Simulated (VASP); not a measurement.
Wanted: the native input for a VASP 6.6.1 run.

```
Task                   : single point
Functional             : PBE
Potentials or basis    : VASP PAW PBE potentials, release 64 (Fe, Pt)
Cutoff                 : 520 eV
k mesh                 : 18 × 18 × 18
Occupations            : gaussian, width 0.1 eV
Spin                   : collinear spin, ferrimagnetic start
Starting moments       : [2.44, -0.14] μB
Fixed moment           : 2 μB
Dipole correction      : no
Further INCAR settings : ALGO = Fast; EDIFF = 1e-06; NBANDS = 20
```

The structure of FePt lies in POSCAR:

```
FePt
1.0
   -1.8829287842     -1.8829287842     -3.8139328513
   -1.8829287842     -3.8139328513     -1.8829287842
   -3.8139328513     -1.8829287842     -1.8829287842
Fe Pt
1 1
Direct
    0.0000000000      0.0000000000      0.0000000000
    0.5000000000      0.5000000000      0.5000000000
```

One way to write it, as run:

INCAR

```
PREC = Accurate
ENCUT = 520
EDIFF = 1E-6
ISMEAR = 0
SIGMA = 0.1
LREAL = False
LASPH = True
NELM = 150
ALGO = Fast
ISIF = 2
LWAVE = False
LCHARG = False
ISPIN = 2
MAGMOM = 2.44 -0.14
LORBIT = 11
NUPDOWN = 2.0
LMAXMIX = 4
GGA = PE
NBANDS = 20
```

KPOINTS

```
regular mesh
0
Gamma
  18 18 18
```

Potentials or basis: VASP PAW PBE potentials, release 64 (Fe, Pt).

The run is started by

```bash
$ cat potpaw_PBE.64/Fe/POTCAR potpaw_PBE.64/Pt/POTCAR > POTCAR
$ mpirun -np 1 vasp_std > vasp.out
```

Results of the run:

```yaml
Pressure: -6.8 GPa
Net_moment: 2.00 μB per cell
Site_moments: Fe +2.19; Pt -0.17 μB
Valence_electrons_inside_the_program's_atomic_spheres: Fe 6.97; Pt 9.35
```

Caveat: the total moment is fixed, so each spin has its own Fermi level.

Wall time 10 min on 1 thread of Intel(R) Xeon(R) 6975P-C (Granite Rapids), with other jobs on the host, peak memory 0.65 GiB.
